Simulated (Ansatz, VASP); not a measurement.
WC: VASP beside Ansatz

```
CELL_PARAMETERS angstrom
2.88503 0.00000 0.00000
-1.44252 2.49851 0.00000
0.00000 0.00000 2.81153
ATOMIC_POSITIONS crystal
W 0.00000 0.00000 0.00000
C 0.66667 0.33333 0.50000
```

Alike in both runs: functional LDA; k mesh 24 × 24 × 20; occupations fermi-dirac, width 0.15 eV; no spin polarisation.

Ansatz relaxed the structure, and its values are those at the end. VASP's run is a single point on that final structure, the one shown.

|  | VASP | Ansatz |
| --- | --- | --- |
| version | VASP 6.6.1 | Ansatz 0.2.0 |
| potentials or method | VASP PAW LDA potentials, release 64 (W_sv, C), cutoff 520 eV | scalar-relativistic, plane waves, PAW |
| valence electrons in the cell | 18 | 18 |

Ansatz gave:

| Item | Value |
| --- | --- |
| gap on the k mesh at the Fermi level (eV) | none |
| pressure (GPa) | 0.0 |

Estimate VASP's values.

gap on the k mesh at the Fermi level (eV): none; pressure (GPa): 2.6.

Ansatz warns that its potentials were made for another functional, while VASP's fit it. LDA's correlation is that of Perdew and Zunger in VASP and of Perdew and Wang (1992) in Ansatz. A gap of «none» marks a metal or a gap that the smearing closes.

Spin-orbit coupling is off throughout.
